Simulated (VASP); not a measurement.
A run of VASP 6.6.1:

The input INCAR:

```
PREC = Accurate
ENCUT = 500
EDIFF = 1E-7
ISMEAR = 0
SIGMA = 0.1
LREAL = False
LASPH = True
NELM = 120
ALGO = Normal
ISIF = 3
LWAVE = False
LCHARG = False
GGA = PE
IBRION = 2
NSW = 100
EDIFFG = -0.01
GGA_COMPAT = False
NELMIN = 4
```

Contents of KPOINTS:

```
regular mesh
0
Gamma
  8 8 8
```

POSCAR

```
SnGeTe3
1.0
    5.4619638353      0.0000000000      0.0000000000
    0.0000000000      5.4619638353      0.0000000000
    0.0000000000      0.0000000000      5.4619638353
Sn Ge Te
1 1 3
Direct
    0.0000000000      0.0000000000      0.0000000000
    0.5000000000      0.5000000000      0.5000000000
    0.0000000000      0.5000000000      0.5000000000
    0.5000000000      0.0000000000      0.5000000000
    0.5000000000      0.5000000000      0.0000000000
```

Potentials or basis: VASP PAW PBE potentials, release 64 (Sn_d, Ge_d, Te).

Command:

```sh
$ cat potpaw_PBE.64/Sn_d/POTCAR potpaw_PBE.64/Ge_d/POTCAR potpaw_PBE.64/Te/POTCAR > POTCAR
$ mpirun -np 1 vasp_std > vasp.out
```

Hardware: 1 thread of AMD EPYC 9R45 96-Core Processor (Zen 5), with other jobs on the host.

Q: How long does it take, and how much memory?

A: Run time: 3.1 min on 1 thread of AMD EPYC 9R45 96-Core Processor (Zen 5), on a shared host, peak memory 0.31 GiB. Counts: scf iterations 33, k points 35, ion steps 3.
